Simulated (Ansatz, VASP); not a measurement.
# Two plane-wave programs on CO2

```
CELL_PARAMETERS angstrom
-1.97473 1.97473 3.01406
1.97473 -1.97473 3.01406
1.97473 1.97473 -3.01406
ATOMIC_POSITIONS crystal
C 0.75000 0.25000 0.50000
C 0.00000 0.00000 0.00000
O 0.70980 0.12500 0.08480
O 0.04020 0.62500 0.91520
O 0.37500 0.29020 0.41520
O 0.87500 0.95980 0.58480
```

Alike in both runs: task relaxation of cell and atoms; functional PBEsol; k mesh 8 × 8 × 8; occupations gaussian, width 0.02 eV; no spin polarisation.

|  | VASP | Ansatz |
| --- | --- | --- |
| version | VASP 6.6.1 | Ansatz 0.2.0 |
| potentials or method | VASP PAW PBE potentials, release 64 (C, O), cutoff 600 eV | scalar-relativistic, plane waves, PAW |
| valence electrons in the cell | 32 | 32 |

VASP gave:

| Item | Value |
| --- | --- |
| gap on the k mesh at the Fermi level, each at its own relaxed structure (eV) | 7.56 |
| relaxed volume (Å³/atom) | 7.61 |
| relaxed cell length with the largest relative difference (Å) | 4.063 |

Task: Which values does Ansatz return?

Result: gap on the k mesh at the Fermi level, each at its own relaxed structure (eV): 7.65; relaxed volume (Å³/atom): 7.59; relaxed cell length with the largest relative difference (Å): 4.061.

VASP's potentials were made for PBE, not for PBEsol.
